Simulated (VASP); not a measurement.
# Hf2ClO4: single point with PBE+D3(BJ)

Hf2ClO4, a slab with vacuum:

```xyz
7
Lattice="3.5874 0.0000 0.0000 -1.7937 3.1068 0.0000 0.0000 0.0000 21.4612" Properties=species:S:1:pos:R:3 pbc="T T T"
O     0.0000    0.0000    4.0000
O     0.0000    2.0712    5.4646
O     1.7937    1.0356    6.8294
O     0.0000    0.0000    8.3612
Hf    1.7937    1.0356    4.7323
Hf    0.0000    2.0712    7.5708
Cl    0.0000    2.0712   10.5612
```

- Program: VASP 6.6.1
- Task: single point
- Functional: PBE
- Dispersion: D3(BJ)
- Potentials or basis: VASP PAW PBE potentials, release 64 (O, Hf_pv, Cl)
- Cutoff: 520 eV
- k mesh: 9 × 9 × 1
- Occupations: gaussian, width 0.05 eV
- Spin: collinear spin
- Starting moments: [0.0, 0.0, 0.0, 0.0, 0.0, 0.0, 1.0] μB

```json
{
 "Largest force": "1.322 eV/Å",
 "Band gap on the k mesh": "zero (filled and empty bands overlap)",
 "Net moment": "1.00 μB per cell",
 "Site moments": "O +0.00, +0.01, +0.03, +0.16; Hf -0.00, -0.01; Cl +0.61 μB",
 "Valence electrons inside the program's atomic spheres": "O 5.02, 5.13, 5.12, 4.99; Hf 8.18, 8.15; Cl 4.94",
 "Dispersion energy per atom": "-0.163 eV"
}
```

Forces on the atoms (eV/Å):
```
O    0.000  0.000 -0.504
O    0.000  0.000  0.085
O    0.000  0.000 -0.060
O    0.000  0.000 -1.100
Hf   0.000  0.000  0.471
Hf   0.000  0.000  1.322
Cl   0.000  0.000 -0.215
```

Levels at points of the mesh, in eV from the Fermi level:
Spin up:
| k point | band 24 | band 25 | band 26 | band 27 | band 28 | band 29 |
| --- | --- | --- | --- | --- | --- | --- |
| (0.00, 0.00, 0.00) | -0.73 | -0.56 | -0.56 | 3.95 | 3.95 | 4.41 |
Spin down:
```csv
k point,band 21,band 22,band 23,band 24,band 25,band 26,band 27,band 28,band 29,band 30
"(0.00, 0.00, 0.00)",-1.38,-0.90,-0.90,-0.31,0.39,0.39,3.95,3.95,4.41,4.41
```

Wall time 13 min on 1 thread of Oxide Virtual Turin-like Processor (shared host), peak memory 0.46 GiB.

Caveat: spin-orbit coupling is left out, which moves the levels of the heavy elements.
